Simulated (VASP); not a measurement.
# C (Fd-3m) in VASP: further runs

C is run at these levels: r2SCAN; tasks: relaxation of cell and atoms, single point.

Everything below comes from runs of VASP 6.6.1. Logs are shortened: lines on timing, memory, paths and dates and some standing lists are left out, and cuts for length are marked.

**1. The cell of the first run**

The structure is cubic, space group Fd-3m (No. 227). Conventional cell: a = 3.567 Å, b = 3.567 Å, c = 3.567 Å, α = 90.00°, β = 90.00°, γ = 90.00°. Within 2.1 Å of C (site symmetry -43m) lie 4 C at 1.54 Å.

**2. Relaxation of cell and atoms, r2SCAN**

File POSCAR:

```
C
1.0
    0.0000000000      1.7834000000      1.7834000000
    1.7834000000      0.0000000000      1.7834000000
    1.7834000000      1.7834000000      0.0000000000
C
2
Direct
    0.5000000000      0.5000000000      0.5000000000
    0.7500000000      0.7500000000      0.7500000000
```

File INCAR.step1:

```
SYSTEM = C
  PREC = Accurate
  ENCUT = 600
  ISMEAR = 0
  SIGMA = 0.02
  LREAL = .False.
  LASPH = .True.
  NELM = 80
  GGA = PE
  ALGO = Normal
  EDIFF = 1E-4
  LWAVE = .True.
  LCHARG = .False.
```

File INCAR.step2:

```
SYSTEM = C
  PREC = Accurate
  ENCUT = 600
  EDIFF = 1E-6
  ISMEAR = 0
  SIGMA = 0.02
  LREAL = .False.
  LASPH = .True.
  NELM = 80
  ALGO = Normal
  ISIF = 3
  LWAVE = .False.
  LCHARG = .False.
  METAGGA = R2SCAN
  LMIXTAU = .True.
  IBRION = 2
  NSW = 100
  EDIFFG = -0.005
  ISTART = 1
```

File KPOINTS:

```
regular mesh
0
Gamma
  12 12 12
  0 0 0
```

Potentials or basis: VASP PAW PBE potentials, release 64 (C).

On the command line:

```sh
cat potpaw_PBE.64/C/POTCAR > POTCAR
cp INCAR.step1 INCAR
mpirun -np 1 vasp_std > vasp.out
cp INCAR.step2 INCAR
mpirun -np 1 vasp_std > vasp.out
```

OUTCAR:

```text
SYSTEM = C
   PREC = Accurate
   ENCUT = 600
   EDIFF = 1E-6
   ISMEAR = 0
   LREAL = .False.
   LASPH = .True.
   NELM = 80
   ISIF = 3
   METAGGA = R2SCAN
   IBRION = 2
   NSW = 100
   EDIFFG = -0.005
   ISTART = 1

 ion  position               nearest neighbor table
   1  0.500  0.500  0.500-   2 1.54   2 1.54   2 1.54   2 1.54
   2  0.750  0.750  0.750-   1 1.54   1 1.54   1 1.54   1 1.54

  LATTYP: Found a face centered cubic cell.
 ALAT       =     3.5668000000

  Lattice vectors:

 A1 = (   0.0000000000,   1.7834000000,   1.7834000000)
 A2 = (   1.7834000000,   0.0000000000,   1.7834000000)
 A3 = (   1.7834000000,   1.7834000000,   0.0000000000)

Analysis of symmetry for initial positions (statically):
=====================================================================
 Subroutine PRICEL returns:
 Original cell was already a primitive cell.

 Routine SETGRP: Setting up the symmetry group for a
 face centered cubic supercell.

 Subroutine GETGRP returns: Found 48 space group operations
 (whereof 24 operations were pure point group operations)
 out of a pool of 48 trial point group operations.

The static configuration has the point symmetry T_d .
 The point group associated with its full space group is O_h .

Analysis of symmetry for dynamics (positions and initial velocities):
=====================================================================
 Subroutine PRICEL returns:
 Original cell was already a primitive cell.

 Routine SETGRP: Setting up the symmetry group for a
 face centered cubic supercell.

 Subroutine GETGRP returns: Found 48 space group operations
 (whereof 24 operations were pure point group operations)
 out of a pool of 48 trial point group operations.

The dynamic configuration has the point symmetry T_d .
 The point group associated with its full space group is O_h .

 Subroutine INISYM returns: Found 48 space group operations
 (whereof 24 operations are pure point group operations),
 and found     1 'primitive' translations

----------------------------------------------------------------------------------------

                                     Primitive cell

  volume of cell :      11.3443

  direct lattice vectors                    reciprocal lattice vectors
     0.000000000  1.783400000  1.783400000    -0.280363351  0.280363351  0.280363351
     1.783400000  0.000000000  1.783400000     0.280363351 -0.280363351  0.280363351
     1.783400000  1.783400000  0.000000000     0.280363351  0.280363351 -0.280363351

  length of vectors
     2.522108467  2.522108467  2.522108467     0.485603568  0.485603568  0.485603568

  position of ions in fractional coordinates (direct lattice)
     0.500000000  0.500000000  0.500000000
     0.750000000  0.750000000  0.750000000

  ion indices of the primitive-cell ions
   primitive index   ion index
                 1           1
                 2           2

----------------------------------------------------------------------------------------

 KPOINTS: regular mesh

Automatic generation of k-mesh.
 Grid dimensions read from file:
 generate k-points for:   12   12   12

 Generating k-lattice:

  Cartesian coordinates                     Fractional coordinates (reciprocal lattice)
    -0.023363613  0.023363613  0.023363613     0.083333333  0.000000000  0.000000000
     0.023363613 -0.023363613  0.023363613     0.000000000  0.083333333  0.000000000
     0.023363613  0.023363613 -0.023363613     0.000000000  0.000000000  0.083333333

  Length of vectors
     0.040466964  0.040466964  0.040466964

  Shift w.r.t. Gamma in fractional coordinates (k-lattice)
     0.000000000  0.000000000  0.000000000

 Subroutine IBZKPT returns following result:
 ===========================================

 Found     72 irreducible k-points:

 Following reciprocal coordinates:
            Coordinates               Weight
  0.000000  0.000000  0.000000      1.000000
  0.083333  0.000000  0.000000      8.000000
  0.166667  0.000000  0.000000      8.000000
  0.250000  0.000000  0.000000      8.000000
  0.333333  0.000000  0.000000      8.000000
  0.416667  0.000000  0.000000      8.000000
[... 16 lines left out ...]
  0.500000  0.166667  0.000000     24.000000
 -0.416667  0.166667  0.000000     24.000000
 [... further k-points ...]
   k-points           NKPTS =     72   k-points in BZ     NKDIM =     72   number of bands    NBANDS=      8
   number of dos      NEDOS =    301   number of ions     NIONS =      2
   total plane-waves  NPLWV =   8000
   dimension x,y,z NGX =    20 NGY =   20 NGZ =   20
   dimension x,y,z NGXF=    40 NGYF=   40 NGZF=   40
   ions per type =               2
   NGX,Y,Z   is equivalent  to a cutoff of  13.18, 13.18, 13.18 a.u.
   NGXF,Y,Z  is equivalent  to a cutoff of  26.37, 26.37, 26.37 a.u.
 SYSTEM =  C
   PREC   = accura    normal or accurate (medium, high low for compatibility)
   ISTART =      1    job   : 0-new  1-cont  2-samecut
   ICHARG =      0    charge: 1-file 2-atom 10-const
   ISPIN  =      1    spin polarized calculation?
   LNONCOLLINEAR =      F non collinear calculations
   LSORBIT =      F    spin-orbit coupling
   LASPH  =      T    aspherical Exc in radial PAW
   ENCUT  =  600.0 eV  44.10 Ry    6.64 a.u.   5.04  5.04  5.04*2*pi/ulx,y,z
   NELM   =     80;   NELMIN=  2; NELMDL=  0     # of ELM steps
   EDIFF  = 0.1E-05   stopping-criterion for ELM
   LREAL  =      F    real-space projection
   EDIFFG = -.5E-02   stopping-criterion for IOM
   NSW    =    100    number of steps for IOM
   IBRION =      2    ionic relax: 0-MD 1-quasi-New 2-CG
   NFREE  =      1    steps in history (QN), initial steepest desc. (CG)
   ISIF   =      3    stress and relaxation
   ISYM   =      2    0-nonsym 1-usesym 2-fastsym
   POTIM  = 0.5000    time-step for ionic-motion
   TEBEG  =    0.0;   TEEND  =   0.0 temperature during run
   PSTRESS=    0.0 pullay stress
   NELECT =       8.0000    total number of electrons
   NUPDOWN=      -1.0000    fix difference up-down
   EMIN   =  10.00;   EMAX   =-10.00  energy-range for DOS
   EFERMI =   0.00;   METHOD = LEGACY
   ISMEAR =     0;   SIGMA  =   0.02  broadening in eV -4-tet -1-fermi 0-gaus
   EFERMI_NEDOS =   21; number of points for ismear=-14 and -15
   IALGO  =     38    algorithm
   IMIX   =      4    mixing-type and parameters
     AMIX     =   0.40;   BMIX     =  1.00
     AMIX_MAG =   1.60;   BMIX_MAG =  1.00
  volume/ion in A,a.u.               =       5.67        38.28
  Fermi-wavevector in a.u.,A,eV,Ry     =   1.457178  2.753668 28.890189  2.123369
  Thomas-Fermi vector in A             =   2.574010
   LORBIT       =      0    0 simple, 1 ext, 2 COOP (PROOUT), +10 PAW based schemes
   METAGGA = R2SCAN    functional components
   LHFCALC =     F    Hartree Fock is set to
   AEXX    =    0.0000 exact exchange contribution
   IVDW    =     0    specifies the selected vdW correction
   LEPSILON=     F    determine dielectric tensor
   LRPA    =     F    only Hartree local field effects (RPA)
 conjugate gradient relaxation of ions
 non-spin polarized calculation
 Gauss-broadening in eV      SIGMA  =   0.02
  energy-cutoff  :      600.00
  volume of cell :       11.34
 maximum number of plane-waves:       388
   NGX =  9   NGY =  9   NGZ =  9

--------------------------------------- Ionic step        1  -------------------------------------------

 number of electron       7.9999999 magnetization

 Free energy of the ion-electron system (eV)
  ---------------------------------------------------
  ext. energy  EPLUGINS =         0.00000000
  ---------------------------------------------------
  free energy    TOTEN  =       -19.66401563 eV

  energy without entropy =      -19.66401563  energy(sigma->0) =      -19.66401563

------------------------ aborting loop because EDIFF is reached ----------------------------------------

  FORCE on cell =-STRESS in cart. coord.  units (eV):
  Direction    XX          YY          ZZ          XY          YZ          ZX
  --------------------------------------------------------------------------------------
  -------------------------------------------------------------------------------------
  Total       -0.1496163     -0.1496163     -0.1496163      0.0000000      0.0000000      0.0000000
  in kB      -21.1306700    -21.1306700    -21.1306700      0.0000000      0.0000000      0.0000000
  external PRESSURE =     -21.1306700 kB  Pullay stress =       0.0000000 kB
[... 21 lines left out ...]
  energy  without entropy=      -19.6640156319  energy(sigma->0) =      -19.66401563

--------------------------------------- Ionic step        2  -------------------------------------------

 number of electron       7.9999999 magnetization

 E-fermi :  10.0207     XC(G=0): -14.3168

 val. band max:        9.8688836197   @ k =   0.0000   0.0000   0.0000
 cond. band min:      14.2370602246   @ k =   0.3333   0.3333   0.0000
 fundamental gap:      4.3681766049
 Fermi energy:        10.0206986661

 k-point     1 :       0.0000    0.0000    0.0000
  band No.  band energies     occupation
      1     -12.9759      2.00000
      2       9.8689      2.00000
      3       9.8689      2.00000
      4       9.8689      2.00000
      5      15.7340      0.00000
      6      15.7340      0.00000
      7      15.7340      0.00000
      8      23.9460      0.00000
[... 286 lines left out ...]
  energy  without entropy=      -19.6637905682  energy(sigma->0) =      -19.66379057

--------------------------------------- Ionic step        3  -------------------------------------------

 number of electron       7.9999999 magnetization

 Free energy of the ion-electron system (eV)
  ---------------------------------------------------
  ext. energy  EPLUGINS =         0.00000000
  ---------------------------------------------------
  free energy    TOTEN  =       -19.66437503 eV

  energy without entropy =      -19.66437503  energy(sigma->0) =      -19.66437503

 E-fermi :   9.9144     XC(G=0): -14.2834

 val. band max:        9.7799805653   @ k =   0.0000   0.0000   0.0000
 cond. band min:      14.1339629755   @ k =   0.3333   0.3333   0.0000
 fundamental gap:      4.3539824102
 Fermi energy:         9.9144327529

 k-point     1 :       0.0000    0.0000    0.0000
  band No.  band energies     occupation
      1     -12.9801      2.00000
      2       9.7800      2.00000
      3       9.7800      2.00000
      4       9.7800      2.00000
      5      15.6286      0.00000
      6      15.6286      0.00000
      7      15.6286      0.00000
      8      23.7108      0.00000
[... 282 lines left out ...]
  FREE ENERGIE OF THE ION-ELECTRON SYSTEM (eV)
  ---------------------------------------------------
  free  energy   TOTEN  =       -19.6643750281 eV

  energy  without entropy=      -19.6643750281  energy(sigma->0) =      -19.66437503

 reached required accuracy - stopping structural energy minimisation
```

Run time: 26 s. Hardware: 1 thread of Intel Xeon 6975P-C (Granite Rapids), shared host; peak memory 0.12 GiB.

What came out:

```
Free energy                            : -19.6644 eV
Relaxed volume                         : 5.65 Å³/atom
Relaxed cell                           : a = 2.518 Å, b = 2.518 Å, c = 2.518 Å, α = 60.00°, β = 60.00°, γ = 60.00°
Space group after relaxing (to 0.05 Å) : Fd-3m (No. 227)
Energy gained by relaxing              : 0.2 meV/atom
Ionic steps                            : 3
Pressure after relaxing                : 0.0 GPa
Band gap on the k mesh                 : 4.35 eV, indirect (least direct gap 5.85 eV)
```

The path:
```csv
step,energy change (eV),largest force (eV/Å),pressure (GPa),volume (Å³)
1,0.0000,0.0000,-2.11,11.34
2,0.0002,0.0000,2.76,11.22
3,-0.0004,0.0000,-0.03,11.29
```

Final structure:
```cif
data_structure
_symmetry_space_group_name_H-M 'P 1'
_symmetry_Int_Tables_number 1
_cell_length_a 2.5181
_cell_length_b 2.5181
_cell_length_c 2.5181
_cell_angle_alpha 60.000
_cell_angle_beta 60.000
_cell_angle_gamma 60.000
_cell_volume 11.29
loop_
_atom_site_label
_atom_site_type_symbol
_atom_site_fract_x
_atom_site_fract_y
_atom_site_fract_z
_atom_site_occupancy
C1 C 0.50000 0.50000 0.50000 1
C2 C 0.75000 0.75000 0.75000 1
```

Caveat: the PAW data sets were made with another functional, which shifts forces and pressure a little. A k mesh can miss the band edges.

**3. Relaxation of cell and atoms, r2SCAN**

POSCAR is that of step 2.

INCAR.step1 is that of step 2.

INCAR.step2 is that of step 2.

KPOINTS is that of step 2.

Potentials or basis: VASP PAW PBE potentials, release 64 (C).

On the command line:

```sh
cat potpaw_PBE.64/C/POTCAR > POTCAR
cp INCAR.step1 INCAR
mpirun -np 1 vasp_std > vasp.out
cp INCAR.step2 INCAR
mpirun -np 1 vasp_std > vasp.out
```

Run time: 51 s. Hardware: 1 thread of Intel Xeon Platinum 8259CL at 2.50GHz (Skylake/Cascade Lake), shared host; peak memory 0.12 GiB.

It converged, with:

```yaml
Free_energy: -19.6644 eV
Relaxed_volume: 5.65 Å³/atom
Relaxed_cell: a = 2.518 Å, b = 2.518 Å, c = 2.518 Å, α = 60.00°, β = 60.00°, γ = 60.00°
Space_group_after_relaxing_to_0.05_Å: Fd-3m (No. 227)
Energy_gained_by_relaxing: 0.2 meV/atom
Ionic_steps: 3
Pressure_after_relaxing: 0.0 GPa
Band_gap_on_the_k_mesh: 4.35 eV, indirect (least direct gap 5.85 eV)
```

Step by step:
| step | energy change (eV) | largest force (eV/Å) | pressure (GPa) | volume (Å³) |
| --- | --- | --- | --- | --- |
| 1 | 0.0000 | 0.0000 | -2.11 | 11.34 |
| 2 | 0.0002 | 0.0000 | 2.76 | 11.22 |
| 3 | -0.0004 | 0.0000 | -0.03 | 11.29 |

Final structure:
```cif
data_structure
_symmetry_space_group_name_H-M 'P 1'
_symmetry_Int_Tables_number 1
_cell_length_a 2.5181
_cell_length_b 2.5181
_cell_length_c 2.5181
_cell_angle_alpha 60.000
_cell_angle_beta 60.000
_cell_angle_gamma 60.000
_cell_volume 11.29
loop_
_atom_site_label
_atom_site_type_symbol
_atom_site_fract_x
_atom_site_fract_y
_atom_site_fract_z
_atom_site_occupancy
C1 C 0.50000 0.50000 0.50000 1
C2 C 0.75000 0.75000 0.75000 1
```

Levels at points of the mesh, in eV from the valence-band top:
| k point | band 1 | band 2 | band 3 | band 4 | band 5 | band 6 | band 7 | band 8 |
| --- | --- | --- | --- | --- | --- | --- | --- | --- |
| (0.00, 0.00, 0.00) | -22.76 | 0.00 | 0.00 | 0.00 | 5.85 | 5.85 | 5.85 | 13.93 |
| (0.50, 0.00, 0.00) | -16.79 | -14.10 | -2.99 | -2.99 | 8.90 | 8.90 | 9.19 | 16.74 |
| (0.50, 0.50, 0.00) | -13.62 | -13.62 | -6.69 | -6.69 | 5.01 | 5.01 | 17.95 | 17.95 |

Caveat: the PAW data sets were made with another functional, which shifts forces and pressure a little.

**4. Single point, r2SCAN**

This run uses another cell than the first one, of 5.64 Å³/atom, 0.995 times its volume.

File POSCAR:

```
C
1.0
    0.0000000000      1.7801417077      1.7801417077
    1.7801417077      0.0000000000      1.7801417077
    1.7801417077      1.7801417077      0.0000000000
C
2
Direct
    0.5000000000      0.5000000000      0.5000000000
    0.7500000000      0.7500000000      0.7500000000
```

File INCAR.step1:

```
  ALGO = Normal
  EDIFF = 1E-5
  ENCUT = 910
  GGA = PE
  GGA_COMPAT = False
  ISMEAR = 0
  LASPH = True
  LCHARG = False
  LREAL = False
  LWAVE = True
  NBANDS = 11
  NELM = 120
  PREC = Accurate
  SIGMA = 0.02
```

File INCAR.step2:

```
  ALGO = Normal
  EDIFF = 1E-6
  ENCUT = 910
  GGA_COMPAT = False
  ISIF = 2
  ISMEAR = 0
  ISTART = 1
  LASPH = True
  LCHARG = False
  LMIXTAU = True
  LREAL = False
  LWAVE = False
  METAGGA = R2SCAN
  NBANDS = 11
  NELM = 120
  PREC = Accurate
  SIGMA = 0.02
```

File KPOINTS:

```
k-points
0
Gamma
  12 12 12
```

Potentials or basis: VASP PAW PBE potentials, release 64 (C_h).

On the command line:

```sh
cat potpaw_PBE.64/C_h/POTCAR > POTCAR
cp INCAR.step1 INCAR
mpirun -np 1 vasp_std > vasp.out
cp INCAR.step2 INCAR
mpirun -np 1 vasp_std > vasp.out
```

It took 57 s on 1 thread of AMD EPYC 9R45 (Zen 5), shared host; peak memory 0.13 GiB.

Results (log left out):

| Property | Result |
| --- | --- |
| Free energy | -19.7195 eV |
| Pressure | -0.8 GPa |
| Band gap on the k mesh | 4.39 eV, indirect (least direct gap 5.89 eV) |

Levels at points of the mesh, in eV from the valence-band top:
```tsv
k point	band 1	band 2	band 3	band 4	band 5	band 6	band 7	band 8	band 9
(0.00, 0.00, 0.00)	-22.74	0.00	0.00	0.00	5.89	5.89	5.89	13.98	20.47
(0.50, 0.00, 0.00)	-16.77	-14.08	-2.98	-2.98	8.94	8.94	9.23	16.78	23.29
(0.50, 0.50, 0.00)	-13.60	-13.60	-6.67	-6.67	5.04	5.04	18.00	18.00	24.73
```

Caveat: the cutoff is under 1.25 times the usual one of these potentials, so pressure, stress and relaxed cells hold a basis-set (Pulay) error; the PAW data sets were made with another functional, which shifts forces and pressure a little. r2SCAN opens gaps a little over a GGA but as a rule still falls short of measured ones.
